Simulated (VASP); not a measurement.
A run of VASP 6.6.1 is set up as follows.

Contents of INCAR:

```
PREC = Accurate
ENCUT = 600
EDIFF = 1E-7
ISMEAR = 0
SIGMA = 0.1
LREAL = F
LASPH = T
NELM = 60
ALGO = Normal
ISIF = 3
LWAVE = F
LCHARG = F
GGA = PE
IBRION = 2
NSW = 100
EDIFFG = -0.01
```

KPOINTS

```
Automatic mesh
0
Gamma
  6 6 6
```

POSCAR

```
TiOsC4N4
1.0
    5.8188469490      0.0000000000      0.0000000000
    0.0000000000      5.8188469490      0.0000000000
    0.0000000000      0.0000000000      5.8188469490
Ti Os C N
1 1 4 4
Direct
    0.5000000000      0.5000000000      0.5000000000
    0.0000000000      0.0000000000      0.0000000000
    0.1894864156      0.1894864156      0.1894864156
    0.1894864156      0.8105135844      0.8105135844
    0.8105135844      0.1894864156      0.8105135844
    0.8105135844      0.8105135844      0.1894864156
    0.3090777133      0.3090777133      0.3090777133
    0.3090777133      0.6909222867      0.6909222867
    0.6909222867      0.3090777133      0.6909222867
    0.6909222867      0.6909222867      0.3090777133
```

Potentials or basis: VASP PAW PBE potentials, release 64 (Ti_sv, Os, C, N).

Run with:

```sh
$ cat potpaw_PBE.64/Ti_sv/POTCAR potpaw_PBE.64/Os/POTCAR potpaw_PBE.64/C/POTCAR potpaw_PBE.64/N/POTCAR > POTCAR
$ mpirun -np 1 vasp_std > vasp.out
```

**Question.** Estimate the space group after relaxing (to 0.1 Å).

**Answer.** P-43m (No. 215).

**Question.** What does it give for the relaxed volume?

**Answer.** 19.74 Å³/atom.

Step by step:
| step | energy change (eV) | largest force (eV/Å) | pressure (GPa) | volume (Å³) |
| --- | --- | --- | --- | --- |
| 1 | 0.0000 | 0.2035 | 0.32 | 197.02 |
| 2 | 0.0316 | 1.1627 | -1.42 | 198.15 |
| 3 | -0.0007 | 0.0900 | 0.08 | 197.17 |
| 4 | -0.0011 | 0.0289 | -0.11 | 197.56 |
| 5 | -0.0012 | 0.0076 | -0.05 | 197.44 |
